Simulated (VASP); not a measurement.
# Os2Au (P6/mmm) in VASP: further runs

The runs below take Os2Au through single point, relaxation of cell and atoms, with PBE.

Program: VASP 6.6.1. These are calculated values, not measurements. Logs are shortened: lines on timing, memory, paths and dates and some standing lists are left out, and cuts for length are marked.

### Step 1. The cell of the first run

It takes space group P6/mmm (No. 191, hexagonal). Conventional cell: a = 4.091 Å, b = 4.091 Å, c = 2.877 Å, α = 90.00°, β = 90.00°, γ = 120.00°. Os (site symmetry -6m2) has 5 Os at 2.36 to 2.88 Å and 6 Au at 2.77 Å within 3.1 Å. Within 3.6 Å of Au (site symmetry 6/mmm) lie 12 Os at 2.77 Å and 2 Au at 2.88 Å.

### Step 2. Single point, PBE

The input, INCAR:

```
PREC = Accurate
ENCUT = 520
EDIFF = 1E-6
ISMEAR = 0
SIGMA = 0.1
LREAL = False
LASPH = True
NELM = 80
ALGO = Fast
ISIF = 2
LWAVE = False
LCHARG = False
GGA = PE
NBANDS = 20
```

The input, KPOINTS:

```
Automatic mesh
0
Gamma
  6 6 6
```

The input, POSCAR:

```
Os2Au
1.0
    4.0905829718      0.0000000000      0.0000000000
   -2.0452914859      3.5425487699      0.0000000000
    0.0000000000      0.0000000000      2.8771696209
Os Au
2 1
Direct
    0.3333333333      0.6666666667      0.5000000000
    0.6666666667      0.3333333333      0.5000000000
    0.0000000000      0.0000000000      0.0000000000
```

Potentials or basis: VASP PAW PBE potentials, release 64 (Os, Au).

The run is started by

```sh
> cat potpaw_PBE.64/Os/POTCAR potpaw_PBE.64/Au/POTCAR > POTCAR
> mpirun -np 1 vasp_std > vasp.out
```

OUTCAR:

```text
PREC = Accurate
   ENCUT = 520
   EDIFF = 1E-6
   ISMEAR = 0
   LREAL = False
   LASPH = True
   NELM = 80
   ISIF = 2
   GGA = PE

 ion  position               nearest neighbor table
   1  0.333  0.667  0.500-   2 2.36   2 2.36   2 2.36   3 2.77   3 2.77   3 2.77   3 2.77   3 2.77
                             3 2.77
   2  0.667  0.333  0.500-   1 2.36   1 2.36   1 2.36   3 2.77   3 2.77   3 2.77   3 2.77   3 2.77
                             3 2.77
   3  0.000  0.000  0.000-   1 2.77   2 2.77   1 2.77   2 2.77   2 2.77   2 2.77   1 2.77   1 2.77
                             2 2.77   2 2.77   1 2.77   1 2.77

  LATTYP: Found a hexagonal cell.
 ALAT       =     4.0905829718
 C/A-ratio  =     0.7033642003

  Lattice vectors:

 A1 = (   4.0905829718,   0.0000000000,   0.0000000000)
 A2 = (  -2.0452914859,   3.5425487699,   0.0000000000)
 A3 = (   0.0000000000,   0.0000000000,   2.8771696209)

Analysis of symmetry for initial positions (statically):
=====================================================================
 Subroutine PRICEL returns:
 Original cell was already a primitive cell.

 Routine SETGRP: Setting up the symmetry group for a
 hexagonal supercell.

 Subroutine GETGRP returns: Found 24 space group operations
 (whereof 24 operations were pure point group operations)
 out of a pool of 24 trial point group operations.

The static configuration has the point symmetry D_6h.

Analysis of symmetry for dynamics (positions and initial velocities):
=====================================================================
 Subroutine PRICEL returns:
 Original cell was already a primitive cell.

 Routine SETGRP: Setting up the symmetry group for a
 hexagonal supercell.

 Subroutine GETGRP returns: Found 24 space group operations
 (whereof 24 operations were pure point group operations)
 out of a pool of 24 trial point group operations.

The dynamic configuration has the point symmetry D_6h.

 Subroutine INISYM returns: Found 24 space group operations
 (whereof 24 operations are pure point group operations),
 and found     1 'primitive' translations

----------------------------------------------------------------------------------------

                                     Primitive cell

  volume of cell :      41.6933

  direct lattice vectors                    reciprocal lattice vectors
     4.090582972  0.000000000  0.000000000     0.244463933  0.141141317  0.000000000
    -2.045291486  3.542548770  0.000000000     0.000000000  0.282282635  0.000000000
     0.000000000  0.000000000  2.877169621     0.000000000  0.000000000  0.347563798

  length of vectors
     4.090582972  4.090582972  2.877169621     0.282282635  0.282282635  0.347563798

  position of ions in fractional coordinates (direct lattice)
     0.333333333  0.666666667  0.500000000
     0.666666667  0.333333333  0.500000000
     0.000000000  0.000000000  0.000000000

  ion indices of the primitive-cell ions
   primitive index   ion index
                 1           1
                 2           2
                 3           3

----------------------------------------------------------------------------------------

 KPOINTS: Automatic mesh

Automatic generation of k-mesh.
 Grid dimensions read from file:
 generate k-points for:    6    6    6

 Generating k-lattice:

  Cartesian coordinates                     Fractional coordinates (reciprocal lattice)
     0.040743989  0.023523553  0.000000000     0.166666667  0.000000000  0.000000000
     0.000000000  0.047047106  0.000000000     0.000000000  0.166666667  0.000000000
     0.000000000  0.000000000  0.057927300     0.000000000  0.000000000  0.166666667

  Length of vectors
     0.047047106  0.047047106  0.057927300

  Shift w.r.t. Gamma in fractional coordinates (k-lattice)
     0.000000000  0.000000000  0.000000000

 Subroutine IBZKPT returns following result:
 ===========================================

 Found     28 irreducible k-points:

 Following reciprocal coordinates:
            Coordinates               Weight
  0.000000  0.000000  0.000000      1.000000
  0.166667  0.000000  0.000000      6.000000
  0.333333  0.000000  0.000000      6.000000
  0.500000  0.000000  0.000000      3.000000
  0.166667  0.166667  0.000000      6.000000
  0.333333  0.166667  0.000000     12.000000
[... 16 lines left out ...]
  0.166667  0.000000  0.500000      6.000000
  0.333333  0.000000  0.500000      6.000000
 [... further k-points ...]
   k-points           NKPTS =     28   k-points in BZ     NKDIM =     28   number of bands    NBANDS=     20
   number of dos      NEDOS =    301   number of ions     NIONS =      3
   total plane-waves  NPLWV =  21600
   dimension x,y,z NGX =    30 NGY =   30 NGZ =   24
   dimension x,y,z NGXF=    60 NGYF=   60 NGZF=   48
   ions per type =               2   1
   NGX,Y,Z   is equivalent  to a cutoff of  12.19, 12.19, 13.87 a.u.
   NGXF,Y,Z  is equivalent  to a cutoff of  24.38, 24.38, 27.73 a.u.
 SYSTEM =  unknown system
   PREC   = accura    normal or accurate (medium, high low for compatibility)
   ISTART =      0    job   : 0-new  1-cont  2-samecut
   ICHARG =      2    charge: 1-file 2-atom 10-const
   ISPIN  =      1    spin polarized calculation?
   LNONCOLLINEAR =      F non collinear calculations
   LSORBIT =      F    spin-orbit coupling
   LASPH  =      T    aspherical Exc in radial PAW
   ENCUT  =  520.0 eV  38.22 Ry    6.18 a.u.   7.61  7.61  5.35*2*pi/ulx,y,z
   NELM   =     80;   NELMIN=  2; NELMDL= -5     # of ELM steps
   EDIFF  = 0.1E-05   stopping-criterion for ELM
   LREAL  =      F    real-space projection
   EDIFFG = 0.1E-04   stopping-criterion for IOM
   NSW    =      0    number of steps for IOM
   IBRION =     -1    ionic relax: 0-MD 1-quasi-New 2-CG
   NFREE  =      0    steps in history (QN), initial steepest desc. (CG)
   ISIF   =      2    stress and relaxation
   ISYM   =      2    0-nonsym 1-usesym 2-fastsym
   POTIM  = 0.5000    time-step for ionic-motion
   TEBEG  =    0.0;   TEEND  =   0.0 temperature during run
   PSTRESS=    0.0 pullay stress
   NELECT =      27.0000    total number of electrons
   NUPDOWN=      -1.0000    fix difference up-down
   EMIN   =  10.00;   EMAX   =-10.00  energy-range for DOS
   EFERMI =   0.00;   METHOD = LEGACY
   ISMEAR =     0;   SIGMA  =   0.10  broadening in eV -4-tet -1-fermi 0-gaus
   EFERMI_NEDOS =   21; number of points for ismear=-14 and -15
   IALGO  =     68    algorithm
   IMIX   =      4    mixing-type and parameters
     AMIX     =   0.40;   BMIX     =  1.00
     AMIX_MAG =   1.60;   BMIX_MAG =  1.00
  volume/ion in A,a.u.               =      13.90        93.79
  Fermi-wavevector in a.u.,A,eV,Ry     =   1.416361  2.676534 27.294349  2.006078
  Thomas-Fermi vector in A             =   2.537703
   LORBIT       =      0    0 simple, 1 ext, 2 COOP (PROOUT), +10 PAW based schemes
   GGA     = PE    functional components
   LHFCALC =     F    Hartree Fock is set to
   AEXX    =    0.0000 exact exchange contribution
   IVDW    =     0    specifies the selected vdW correction
   LEPSILON=     F    determine dielectric tensor
   LRPA    =     F    only Hartree local field effects (RPA)
 non-spin polarized calculation
 RMM-DIIS sequential band-by-band and
 Gauss-broadening in eV      SIGMA  =   0.10
  energy-cutoff  :      520.00
  volume of cell :       41.69
 maximum number of plane-waves:      1145
   NGX = 15   NGY = 15   NGZ = 11

 number of electron      27.0000003 magnetization

 Free energy of the ion-electron system (eV)
  ---------------------------------------------------
  ext. energy  EPLUGINS =         0.00000000
  ---------------------------------------------------
  free energy    TOTEN  =       -22.25984561 eV

  energy without entropy =      -22.23819915  energy(sigma->0) =      -22.24902238

 E-fermi :  11.0778     XC(G=0): -14.0031

 val. band max:       11.0772899376   @ k =   0.1667   0.1667   0.3333
 cond. band min:      11.1051766818   @ k =   0.3333   0.1667   0.0000
 fundamental gap:      0.0278867443
 Fermi energy:        11.0777924787

 k-point     1 :       0.0000    0.0000    0.0000
  band No.  band energies     occupation
      1      -0.6043      2.00000
      2       2.7820      2.00000
      3       4.8997      2.00000
      4       4.8997      2.00000
      5       5.8328      2.00000
      6       5.8328      2.00000
[... 12 lines left out ...]
     19      20.1005      0.00000
     20      20.1095      0.00000

 k-point     2 :       0.1667    0.0000    0.0000
  band No.  band energies     occupation
      1      -0.1102      2.00000
      2       2.9383      2.00000
      3       4.2395      2.00000
      4       4.8175      2.00000
      5       5.6029      2.00000
      6       5.6459      2.00000
[... 12 lines left out ...]
     19      18.5160      0.00000
     20      21.5504      0.00000

 k-point     3 :       0.3333    0.0000    0.0000
  band No.  band energies     occupation
      1       1.1643      2.00000
      2       2.6904      2.00000
      3       3.7923      2.00000
      4       4.8672      2.00000
      5       4.8860      2.00000
      6       5.2511      2.00000
[... 12 lines left out ...]
     19      19.6702      0.00000
     20      23.7011      0.00000

 k-point     4 :       0.5000    0.0000    0.0000
  band No.  band energies     occupation
      1       1.9520      2.00000
      2       2.7119      2.00000
      3       3.4299      2.00000
      4       4.8274      2.00000
      5       5.1049      2.00000
      6       5.1066      2.00000
[... 12 lines left out ...]
     19      20.0779      0.00000
     20      24.3272      0.00000

 k-point     5 :       0.1667    0.1667    0.0000
  band No.  band energies     occupation
      1       0.7629      2.00000
      2       2.9457      2.00000
      3       3.6481      2.00000
      4       4.3509      2.00000
      5       5.4545      2.00000
      6       5.6284      2.00000
[... 12 lines left out ...]
     19      20.2023      0.00000
     20      22.1930      0.00000

 k-point     6 :       0.3333    0.1667    0.0000
  band No.  band energies     occupation
      1       1.7426      2.00000
      2       2.6740      2.00000
      3       3.2375      2.00000
      4       4.7739      2.00000
      5       5.3114      2.00000
      6       5.7212      2.00000
[... 12 lines left out ...]
     19      21.3303      0.00000
     20      24.2147      0.00000

 k-point     7 :       0.3333    0.3333    0.0000
  band No.  band energies     occupation
      1       1.6867      2.00000
      2       2.9447      2.00000
      3       2.9447      2.00000
      4       5.1005      2.00000
      5       5.6296      2.00000
      6       5.6296      2.00000
[... 12 lines left out ...]
     19      23.2787      0.00000
     20      24.7027      0.00000
[... 277 lines left out ...]
 k-point    20 :       0.3333    0.1667    0.3333
  band No.  band energies     occupation
      1       2.8846      2.00000
      2       3.2010      2.00000
      3       3.8969      2.00000
      4       4.1073      2.00000
      5       4.8163      2.00000
      6       5.1914      2.00000
[... 12 lines left out ...]
     19      17.7873      0.00000
     20      20.2660      0.00000

 k-point    21 :       0.3333    0.3333    0.3333
  band No.  band energies     occupation
      1       2.9178      2.00000
      2       3.8601      2.00000
      3       3.8601      2.00000
      4       3.9544      2.00000
      5       4.8269      2.00000
      6       4.8269      2.00000
[... 12 lines left out ...]
     19      17.6035      0.00000
     20      21.0295      0.00000

 k-point    22 :       0.0000    0.0000    0.5000
  band No.  band energies     occupation
      1       2.9606      2.00000
      2       2.9606      2.00000
      3       3.1935      2.00000
      4       3.1935      2.00000
      5       3.2120      2.00000
      6       4.4204      2.00000
[... 12 lines left out ...]
     19      19.3202      0.00000
     20      21.7814      0.00000

 k-point    23 :       0.1667    0.0000    0.5000
  band No.  band energies     occupation
      1       2.4369      2.00000
      2       3.1820      2.00000
      3       3.2111      2.00000
      4       3.2784      2.00000
      5       4.2731      2.00000
      6       4.5246      2.00000
[... 12 lines left out ...]
     19      19.2614      0.00000
     20      19.5635      0.00000

 k-point    24 :       0.3333    0.0000    0.5000
  band No.  band energies     occupation
      1       2.4408      2.00000
      2       3.2163      2.00000
      3       3.4513      2.00000
      4       3.8219      2.00000
      5       4.7262      2.00000
      6       5.3169      2.00000
[... 12 lines left out ...]
     19      17.9161      0.00000
     20      18.7187      0.00000

 [... further k-points ...]
[... 5 lines left out ...]
  --------------------------------------------------------------------------------------
  -------------------------------------------------------------------------------------
  Total       18.6992756     18.6992756      9.2902118      0.0000000      0.0000000      0.0000000
  in kB      718.5696244    718.5696245    357.0012083      0.0000000      0.0000000      0.0000000
  external PRESSURE =     598.0468191 kB  Pullay stress =       0.0000000 kB

 VOLUME and BASIS-vectors are now :
 -----------------------------------------------------------------------------
  energy-cutoff  :      520.00
  volume of cell :       41.69
      direct lattice vectors                 reciprocal lattice vectors
     4.090582972  0.000000000  0.000000000     0.244463933  0.141141317  0.000000000
    -2.045291486  3.542548770  0.000000000     0.000000000  0.282282635  0.000000000
     0.000000000  0.000000000  2.877169621     0.000000000  0.000000000  0.347563798

 POSITION                                       TOTAL-FORCE (eV/Angst)
 -----------------------------------------------------------------------------------
     -0.00000      2.36170      1.43858         0.000000     -0.000000      0.000000
      2.04529      1.18085      1.43858        -0.000000      0.000000     -0.000000
      0.00000      0.00000      0.00000        -0.000000      0.000000      0.000000
 -----------------------------------------------------------------------------------
    total drift:                                0.000000     -0.000000      0.000000

  FREE ENERGIE OF THE ION-ELECTRON SYSTEM (eV)
  ---------------------------------------------------
  free  energy   TOTEN  =       -22.2598456103 eV

  energy  without entropy=      -22.2381991522  energy(sigma->0) =      -22.24902238
```

Run time: 25 s. Hardware: 1 thread of Intel Xeon Platinum 8259CL at 2.50GHz (Skylake/Cascade Lake), shared host; peak memory 0.16 GiB.

Results:

| Property | Result |
| --- | --- |
| Free energy | -22.2598 eV |
| Pressure | 59.8 GPa |

Stress tensor (GPa, compression positive):
```
71.86  0.00  0.00
 0.00 71.86  0.00
 0.00  0.00 35.70
```

Caveat: the k points lie up to 0.36 Å⁻¹ apart; spin-orbit coupling is left out, which moves the levels of the heavy elements.

[end of part 1 of 2]
